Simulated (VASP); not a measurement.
Set up this calculation in VASP 6.6.1, as the native input.

* Task: single point
* Functional: PBE
* Dispersion: D3(BJ)
* Potentials or basis: VASP PAW PBE potentials, release 64 (Ag, Br)
* Cutoff: 500 eV
* k mesh: 5 × 5 × 5, shifted
* Occupations: methfessel-paxton, width 0.176 eV
* Spin: no spin polarisation
* Dipole correction: no
* Further INCAR settings: ALGO = Normal; EDIFF = 1e-06; NBANDS = 16; ISYM = 0

The structure of AgBr lies in POSCAR:

```
AgBr
1.0
   -0.0030394819      2.8637620695      2.8637620695
    2.8637620695     -0.0030394819      2.8637620695
    2.8637620695      2.8637620695     -0.0030394819
Ag Br
1 1
Direct
    0.0000000000      0.0000000000      0.0000000000
    0.5000000000      0.5000000000      0.5000000000
```

One way to write it, as run:

INCAR

```
PREC = Accurate ; ENCUT = 500
EDIFF = 1E-6 ; ISMEAR = 1
SIGMA = 0.176 ; LREAL = False
LASPH = True ; NELM = 120
ALGO = Normal ; ISIF = 2
LWAVE = False ; LCHARG = False
GGA = PE ; IVDW = 12
ISYM = 0 ; NBANDS = 16
GGA_COMPAT = False
```

KPOINTS

```
Automatic mesh
0
Gamma
  5 5 5
  0.5 0.5 0.5
```

Potentials or basis: VASP PAW PBE potentials, release 64 (Ag, Br).

Run with:

```console
$ cat potpaw_PBE.64/Ag/POTCAR potpaw_PBE.64/Br/POTCAR > POTCAR
$ mpirun -np 1 vasp_std > vasp.out
```

Results of the run:

| Quantity | Value |
| --- | --- |
| Pressure | 0.0 GPa |
| Band gap on the k mesh | 1.26 eV (least direct gap 2.88 eV) |
| Dispersion energy per atom | -0.367 eV |

Caveat: a shifted mesh leaves out Γ, where band edges can lie.

Wall time 71 s on 1 thread of Oxide Virtual Turin-like Processor (shared host), peak memory 0.17 GiB.
